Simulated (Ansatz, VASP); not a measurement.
**Two plane-wave programs on HBr**

```
Br H
1.0
    14.00000    0.00000    0.00000
     0.00000   14.50000    0.00000
     0.00000    0.00000   15.00000
Br H
1 1
Direct
  0.55110 0.49953 0.50054
  0.44890 0.50047 0.49946
```

Alike in both runs: functional PBE; dispersion D3(BJ); k mesh 1 × 1 × 1; occupations gaussian, width 0.005 eV; no spin polarisation.

Ansatz relaxed the structure, and its values are those at the end. VASP's run is a single point on that final structure, the one shown.

|  | VASP | Ansatz |
| --- | --- | --- |
| version | VASP 6.6.1 | Ansatz 0.2.0 |
| potentials or method | VASP PAW PBE potentials, release 64 (Br, H), cutoff 520 eV | scalar-relativistic, plane waves, PAW |
| valence electrons in the cell | 8 | 8 |

```csv
,VASP,Ansatz,Ansatz less VASP
gap on the k mesh at the Fermi level (eV),5.91,5.91,0.000
rms of the force components (eV/Å),0.010,0.001,-0.0086
```
